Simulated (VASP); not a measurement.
Wanted: the native input for a VASP 6.6.1 run.

* Task: single point
* Functional: PBEsol
* Potentials or basis: VASP PAW PBE potentials, release 64 (Mn_pv, O)
* Cutoff: 520 eV
* k mesh: 9 × 9 × 5
* Occupations: fermi-dirac, width 0.05 eV
* Spin: collinear spin, ferromagnetic start
* Starting moments: [4.0, 0.0, 0.0] μB
* Dipole correction: no
* Further INCAR settings: ALGO = Normal; EDIFF = 1e-07; NBANDS = 24

The structure of MnO2 lies in POSCAR:

```
MnO2
1.0
    2.8565781804      0.0000000000      0.0000000000
   -1.4282890902      2.4738692722      0.0000000000
    0.0000000000      0.0000000000      4.4173190965
Mn O
1 2
Direct
    0.0000000000      0.0000000000      0.5000000000
    0.3333333333      0.6666666667      0.7125903674
    0.6666666667      0.3333333333      0.2874096326
```

One way to write it, as run:

INCAR

```
SYSTEM = MnO2
PREC = Accurate
ENCUT = 520
EDIFF = 1E-7
ISMEAR = -1
SIGMA = 0.05
LREAL = .FALSE.
LASPH = .TRUE.
NELM = 150
ALGO = Normal
ISIF = 2
LWAVE = .FALSE.
LCHARG = .FALSE.
ISPIN = 2
MAGMOM = 4 0 0
LORBIT = 11
LMAXMIX = 4
GGA = PS
NBANDS = 24
```

KPOINTS

```
Automatic mesh
0
G
  9 9 5
  0 0 0
```

Potentials or basis: VASP PAW PBE potentials, release 64 (Mn_pv, O).

Command:

```sh
$ cat potpaw_PBE.64/Mn_pv/POTCAR potpaw_PBE.64/O/POTCAR > POTCAR
$ mpirun -np 1 vasp_std > vasp.out
```

It gave:

| Quantity | Value |
| --- | --- |
| Pressure | 0.7 GPa |
| Largest force | 0.081 eV/Å |
| Band gap on the k mesh | 0.63 eV, indirect (least direct gap 0.70 eV) |
| Net moment | 3.00 μB per cell |
| Site moments | Mn +2.83; O +0.04 μB |
| Valence electrons inside the program's atomic spheres | Mn 11.79; O 4.98 |

Caveat: the PAW data sets were made with another functional, which shifts forces and pressure a little; a cell with one magnetic atom can't hold antiferromagnetic order, which such compounds often take.

It took 96 s on 1 thread of Intel(R) Xeon(R) Platinum 8259CL CPU @ 2.50GHz (Skylake/Cascade Lake) (shared host), peak memory 0.2 GiB.
